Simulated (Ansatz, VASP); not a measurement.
# SnO2: VASP beside Ansatz

Contents of INCAR:

```
SYSTEM = SnO2
PREC = Accurate
ENCUT = 520
EDIFF = 1E-7
ISMEAR = -1
SIGMA = 0.05
LREAL = .False.
LASPH = .True.
NELM = 100
ALGO = Normal
ISIF = 2
LWAVE = .False.
LCHARG = .True.
GGA = PE
LELF = .True.
LVHAR = .True.
NBANDS = 20
```

KPOINTS

```
Automatic mesh
0
Gamma
  9 9 9
  0 0 0
```

Contents of POSCAR:

```
SnO2
1.0
    0.0000000000      2.5911978478      2.5911978478
    2.5911978478      0.0000000000      2.5911978478
    2.5911978478      2.5911978478      0.0000000000
Sn O
1 2
Direct
    0.0000000000      0.0000000000      0.0000000000
    0.7500000000      0.7500000000      0.7500000000
    0.2500000000      0.2500000000      0.2500000000
```

input.yaml

```yaml
crystal:
  lattice:
    - [0.0, 2.5911978478, 2.5911978478]
    - [2.5911978478, 0.0, 2.5911978478]
    - [2.5911978478, 2.5911978478, 0.0]
  atoms:
    - { symbol: Sn, position: [0.0, 0.0, 0.0] }
    - { symbol: O, position: [0.75, 0.75, 0.75] }
    - { symbol: O, position: [0.25, 0.25, 0.25] }
kpoints:
  mp_grid: { grid: [9, 9, 9] }
scf:
  occupations: { method: fermi_dirac, width: 0.05 }
hamiltonian:
  xc: pbe
  pseudopotentials: { kind: all_electron, lapw: { basis_error: 0.001 } }
output:
  forces: true
  stress: true
  eigenvalues: true
```

Change from the starting cell: volume scaled by 1.02.

Alike in both runs: task single point; functional PBE; k mesh 9 × 9 × 9; occupations fermi-dirac, width 0.05 eV; no spin polarisation.

|  | VASP | Ansatz |
| --- | --- | --- |
| version | VASP 6.6.1 | Ansatz 0.2.0 |
| potentials or method | VASP PAW PBE potentials, release 64 (Sn_d, O), cutoff 520 eV | all-electron LAPW, scalar-relativistic |

VASP gave:

| Item | Value |
| --- | --- |
| gap on the k mesh at the Fermi level (eV) | none |
| pressure (GPa) | -3.5 |

Problem. What did Ansatz give for the same quantities?

Solution. gap on the k mesh at the Fermi level (eV): none; pressure (GPa): -4.0.

A gap of «none» marks a metal or a gap that the smearing closes. Ansatz ran all-electron here, and VASP with PAW potentials.
